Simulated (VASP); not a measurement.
A run of VASP 6.6.1:

File INCAR:

```
SYSTEM = LiH
PREC     = Accurate       ! precision mode
ENCUT    = 520            ! plane-wave cutoff, eV
EDIFF    = 1E-6           ! SCF threshold, eV
ISMEAR   = 0              ! smearing method
SIGMA    = 0.01           ! smearing width, eV
LREAL    = .False.        ! projectors in reciprocal space
LASPH    = .True.         ! aspherical terms in the spheres
NELM     = 60             ! most SCF steps
ALGO     = Normal         ! electronic algorithm
ISIF     = 2              ! what is computed and relaxed
LWAVE    = .False.        ! write WAVECAR
LCHARG   = .True.         ! write CHGCAR
GGA      = PS             ! functional
LELF     = .True.         ! ELF
LVHAR    = .True.       
NBANDS   = 9              ! bands
```

The input KPOINTS:

```
Automatic mesh
0
Gamma
  8 8 8
  0 0 0
```

The input POSCAR:

```
LiH
1.0
    0.0000000000      1.9984726927      1.9984726927
    1.9984726927      0.0000000000      1.9984726927
    1.9984726927      1.9984726927      0.0000000000
Li H
1 1
Direct
    0.0000000000      0.0000000000      0.0000000000
    0.5000000000      0.5000000000      0.5000000000
```

Potentials or basis: VASP PAW PBE potentials, release 64 (Li_sv, H).

Launch:

```sh
$ cat potpaw_PBE.64/Li_sv/POTCAR potpaw_PBE.64/H/POTCAR > POTCAR
$ mpirun -np 1 vasp_std > vasp.out
```

Hardware: 1 thread of Intel(R) Xeon(R) Platinum 8488C (Sapphire Rapids), on a shared host.

Estimate the wall time of this run.

Wall time 5 s on 1 thread of Intel(R) Xeon(R) Platinum 8488C (Sapphire Rapids) (shared host), peak memory 0.13 GiB. Counts: scf iterations 11, k points 29.
